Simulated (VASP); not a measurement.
Sr, 1 atom in the cell. It takes space group Fm-3m (No. 225, cubic). The conventional cell has a = 6.100 Å, b = 6.100 Å, c = 6.100 Å, α = 90.00°, β = 90.00°, γ = 90.00°. Within 5.7 Å of Sr (site symmetry m-3m) lie 12 Sr at 4.31 Å. 

| Quantity | Value |
| --- | --- |
| Program | VASP 6.6.1 |
| Task | relaxation of cell and atoms |
| Functional | r2SCAN |
| Potentials or basis | VASP PAW PBE potentials, release 64 (Sr_sv) |
| Cutoff | 600 eV |
| k mesh | 12 × 12 × 12 |
| Occupations | fermi-dirac, width 0.15 eV |
| Spin | no spin polarisation |
| Dipole correction | no |
| Further INCAR settings | ALGO = Normal; EDIFF = 1e-07; IBRION = 2; EDIFFG = -0.001; NSW = 80; ISIF = 3 |

Potentials or basis: VASP PAW PBE potentials, release 64 (Sr_sv).

Launch:

```sh
$ cat potpaw_PBE.64/Sr_sv/POTCAR > POTCAR
$ cp INCAR.step1 INCAR
$ mpirun -np 1 vasp_std > vasp.out
$ cp INCAR.step2 INCAR
$ mpirun -np 1 vasp_std > vasp.out
```

Hardware: 1 thread of Intel(R) Xeon(R) 6975P-C (Granite Rapids), with other jobs on the host.

How long does it take, and how much memory?

Wall time 4.3 min on 1 thread of Intel(R) Xeon(R) 6975P-C (Granite Rapids) (shared host), peak memory 0.24 GiB. Counts: k points 72, ion steps 4.
